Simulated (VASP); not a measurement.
Crystal: SiC.

```
CELL_PARAMETERS angstrom
2.95817 0.00000 0.00000
-1.47908 2.56185 0.00000
0.00000 0.00000 9.66137
ATOMIC_POSITIONS crystal
Si 0.00000 0.00000 0.00000
Si 0.33333 0.66667 0.25000
Si 0.00000 0.00000 0.50000
Si 0.66667 0.33333 0.75000
C 0.00000 0.00000 0.18750
C 0.33333 0.66667 0.43750
C 0.00000 0.00000 0.68750
C 0.66667 0.33333 0.93750
```

| Item | Value |
| --- | --- |
| Program | VASP 6.6.1 |
| Task | relaxation of cell and atoms |
| Functional | PBE |
| Potentials or basis | VASP PAW PBE potentials, release 64 (Si, C) |
| Cutoff | 600 eV |
| k mesh | 12 × 12 × 4 |
| Occupations | fermi-dirac, width 0.02 eV |
| Spin | no spin polarisation |

At the start: pressure 37.8 GPa; volume 9.15 Å³/atom.

**Question.** Where does the relaxation end?

**Answer.** Over 8 steps the energy falls by 141.8 meV/atom and the volume is 10.49 Å³/atom (+14.7 %); space group P6_3mc (No. 186, to 0.05 Å).

Step by step:
| step | energy change (eV) | largest force (eV/Å) | pressure (GPa) | volume (Å³) |
| --- | --- | --- | --- | --- |
| 1 | 0.0000 | 0.2031 | 37.82 | 73.22 |
| 2 | 0.1600 | 0.1590 | -24.74 | 98.58 |
| 3 | -1.1333 | 0.0635 | -0.85 | 84.28 |
| 4 | -1.1342 | 0.0603 | -0.11 | 83.99 |
| 5 | -1.1340 | 0.0576 | 0.46 | 83.76 |
| 6 | -1.1341 | 0.0361 | 0.43 | 83.78 |
| 7 | -1.1342 | 0.0057 | 0.44 | 83.77 |
| 8 | -1.1344 | 0.0026 | -0.01 | 83.95 |

Final structure:
```
Si C
1.0
     3.09381    0.00000    0.00000
    -1.54690    2.67932    0.00000
     0.00000    0.00000   10.12750
Si C
4 4
Direct
  0.00000 0.00000 0.99984
  0.33333 0.66667 0.24990
  0.00000 0.00000 0.49984
  0.66667 0.33333 0.74990
  0.00000 0.00000 0.18731
  0.33333 0.66667 0.43795
  0.00000 0.00000 0.68731
  0.66667 0.33333 0.93795
```
